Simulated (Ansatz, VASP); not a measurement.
SiC: VASP beside Ansatz

The input INCAR:

```
SYSTEM = SiC
ALGO     = Normal         ! electronic algorithm
EDIFF    = 1E-7           ! SCF threshold, eV
ENCUT    = 520            ! plane-wave cutoff, eV
GGA      = PE             ! functional
ISIF     = 2              ! what is computed and relaxed
ISMEAR   = 0              ! smearing method
LASPH    = .True.         ! aspherical terms in the spheres
LCHARG   = .False.        ! write CHGCAR
LREAL    = .False.        ! projectors in reciprocal space
LWAVE    = .False.        ! write WAVECAR
NBANDS   = 26             ! bands
NELM     = 60             ! most SCF steps
PREC     = Accurate       ! precision mode
SIGMA    = 0.05           ! smearing width, eV
```

File KPOINTS:

```
k-points
0
Gamma
  10 10 3
  0 0 0
```

The input POSCAR:

```
SiC
1.0
   -3.0917664073      0.0000000000      0.0000000000
    1.5458832036     -2.6775482513      0.0000000000
   -1.2367065629      0.0000000000     10.1480423548
Si C
4 4
Direct
    0.3042539604      0.3333333333      0.9060317656
    0.5042539604      0.3333333333      0.4060317656
    0.2709206271      0.6666666667      0.1560317656
    0.0709206271      0.6666666667      0.6560317656
    0.6290793729      0.3333333333      0.0939682344
    0.4290793729      0.3333333333      0.5939682344
    0.1957460396      0.6666666667      0.3439682344
   -0.0042539604      0.6666666667      0.8439682344
```

Input for Ansatz:

```yaml
crystal:
  lattice:
    - [-3.0917664073, 0.0, 0.0]
    - [1.5458832036, -2.6775482513, 0.0]
    - [-1.2367065629, 0.0, 10.1480423548]
  atoms:
    - { symbol: Si, position: [0.3042539604, 0.3333333333, 0.9060317656] }
    - { symbol: Si, position: [0.5042539604, 0.3333333333, 0.4060317656] }
    - { symbol: Si, position: [0.2709206271, 0.6666666667, 0.1560317656] }
    - { symbol: Si, position: [0.0709206271, 0.6666666667, 0.6560317656] }
    - { symbol: C, position: [0.6290793729, 0.3333333333, 0.0939682344] }
    - { symbol: C, position: [0.4290793729, 0.3333333333, 0.5939682344] }
    - { symbol: C, position: [0.1957460396, 0.6666666667, 0.3439682344] }
    - { symbol: C, position: [-0.0042539604, 0.6666666667, 0.8439682344] }
basis:
  ecutwfc: 420
kpoints:
  mp_grid: { grid: [10, 10, 3] }
hamiltonian:
  xc: pbe
scf:
  occupations: { method: gaussian, width: 0.05 }
output:
  forces: true
  stress: true
  eigenvalues: true
```

Alike in both runs: task single point; functional PBE; k mesh 10 × 10 × 3; occupations gaussian, width 0.05 eV; no spin polarisation.

|  | VASP | Ansatz |
| --- | --- | --- |
| version | VASP 6.6.1 | Ansatz 0.2.0 |
| potentials or method | VASP PAW PBE potentials, release 64 (Si, C), cutoff 520 eV | scalar-relativistic, plane waves, PAW |
| valence electrons in the cell | 32 | 32 |

```tsv
	VASP	Ansatz	Ansatz less VASP
gap on the k mesh at the Fermi level (eV)	0.71	0.71	+0.004
least direct gap on the mesh (eV)	1.45	1.46	+0.005
pressure (GPa)	-1.4	-1.3	+0.04
traceless stress, the component that is largest in VASP (GPa)	7.66	7.63	-0.024
rms of the force components (eV/Å)	0.499	0.500	+0.0003
```

Atom by atom the forces differ by 0.003 eV/Å (rms over components).
